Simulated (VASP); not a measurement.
Ga: single point with PBE

The system is Ga.

```
Ga
1.0
    -1.40823    1.40823    2.30258
     1.40823   -1.40823    2.30258
     1.40823    1.40823   -2.30258
Ga
1
Direct
  0.00000 0.00000 0.00000
```

This cell differs from its parent crystal: strained.

* Program: VASP 6.6.1
* Task: single point
* Functional: PBE
* Potentials or basis: VASP PAW PBE potentials, release 64 (Ga_d)
* Cutoff: 520 eV
* k mesh: 20 × 20 × 20
* Occupations: gaussian, width 0.1 eV
* Spin: no spin polarisation
* Dipole correction: no
* Further INCAR settings: ALGO = Fast; EDIFF = 1e-07; NBANDS = 12

```json
{
 "Pressure": "1.9 GPa"
}
```

Stress tensor (GPa, compression positive):
```
2.07 0.00 0.00
0.00 2.07 0.00
0.00 0.00 1.51
```

Levels at points of the mesh, in eV from the Fermi level:
```
           k point  band 3  band 4  band 5  band 6  band 7  band 8  band 9  band 10
(0.00, 0.00, 0.00)  -14.91  -14.91  -14.75  -11.31   12.46   12.60   12.60    16.06
(0.50, 0.00, 0.00)  -14.89  -14.74  -14.70   -4.93   -4.11    8.03   11.91    12.01
(0.50, 0.50, 0.00)  -14.75  -14.74  -14.62   -2.02   -1.22    3.81    4.96     7.84
(0.50, 0.50, 0.50)  -14.71  -14.71  -14.70   -4.25   -3.71    6.75    6.75     9.91
```

Run time: 91 s on 1 thread of Intel(R) Xeon(R) Platinum 8488C (Sapphire Rapids), on a shared host, peak memory 0.24 GiB.

Caveat: the cell differs from its parent crystal (strained).
